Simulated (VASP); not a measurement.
Here is a VASP 6.6.1 calculation.

The input INCAR:

```
SYSTEM = In2GaP3
PREC = Accurate
ENCUT = 520
EDIFF = 1E-6
ISMEAR = 0
SIGMA = 0.01
LREAL = .False.
LASPH = .True.
NELM = 80
ALGO = Normal
ISIF = 2
LWAVE = .False.
LCHARG = .False.
GGA = PE
NBANDS = 36
```

KPOINTS

```
Automatic mesh
0
Gamma
  6 6 2
  0 0 0
```

File POSCAR:

```
In2GaP3
1.0
    4.0233761358      0.0000000000      0.0000000000
   -2.0116880679      3.4843459426      0.0000000000
    0.0000000000      0.0000000000      9.8854404462
Ga In P
1 2 3
Direct
    0.0000000000      0.0000000000      0.0008415830
    0.6666666667      0.3333333333      0.6734585785
    0.3333333333      0.6666666667      0.3276036500
    0.6666666667      0.3333333333      0.9292247872
    0.3333333333      0.6666666667      0.5819913807
    0.0000000000      0.0000000000      0.2368800207
```

Potentials or basis: VASP PAW PBE potentials, release 64 (Ga_d, In_d, P).

Run with:

```console
$ cat potpaw_PBE.64/Ga_d/POTCAR potpaw_PBE.64/In_d/POTCAR potpaw_PBE.64/P/POTCAR > POTCAR
$ mpirun -np 1 vasp_std > vasp.out
```

Q: Predict the band gap on the k mesh.

A: 0.73 eV, direct.

Q: Predict the largest force.

A: 0.103 eV/Å.

Forces on the atoms (eV/Å):
```
Ga   0.000  0.000 -0.103
In   0.000  0.000  0.068
In   0.000  0.000  0.061
P    0.000  0.000  0.078
P    0.000  0.000 -0.066
P    0.000  0.000 -0.038
```

Caveat: spin-orbit coupling is left out, which moves the levels of the heavy elements. A k mesh can miss the band edges.
